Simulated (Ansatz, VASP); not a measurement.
## One calculation of HfO2, two programs

```
CELL_PARAMETERS angstrom
5.06212 0.00000 -0.00565
0.00000 5.12914 0.00000
-0.85502 0.00000 5.17124
ATOMIC_POSITIONS crystal
Hf 0.27619 0.04183 0.20820
Hf 0.72381 0.54183 0.29180
Hf 0.72381 0.95817 0.79180
Hf 0.27619 0.45817 0.70820
O 0.44792 0.75769 0.47851
O 0.55208 0.25769 0.02149
O 0.55208 0.24231 0.52149
O 0.44792 0.74231 0.97851
O 0.07017 0.33391 0.34392
O 0.92983 0.83391 0.15608
O 0.92983 0.66609 0.65608
O 0.07017 0.16609 0.84392
```

Alike in both runs: task single point; functional r2SCAN; k mesh 4 × 4 × 4; no spin polarisation.

```csv
,VASP,Ansatz
version,VASP 6.6.1,Ansatz 0.2.0
potentials or method,"VASP PAW PBE potentials, release 64 (Hf_pv, O)","plane waves, PAW"
plane-wave cutoff (eV),520,500
occupations,"gaussian, width 0.01 eV",fixed
valence electrons in the cell,88,152
```

```csv
,VASP,Ansatz,Ansatz less VASP
gap on the k mesh at the Fermi level (eV),4.66,4.70,+0.041
pressure (GPa),4.7,8.3,+3.61
"traceless stress, the component that is largest in VASP (GPa)",-0.31,-0.35,-0.038
rms of the force components (eV/Å),0.055,0.093,+0.0387
```

VASP's potentials were made for PBE, not for r2SCAN. Atom by atom the forces differ by 0.041 eV/Å (rms over components). VASP's potentials hold 88 valence electrons a cell and Ansatz's 152, so a difference there can come from the potentials and not from the codes.

Spin-orbit coupling is off throughout.
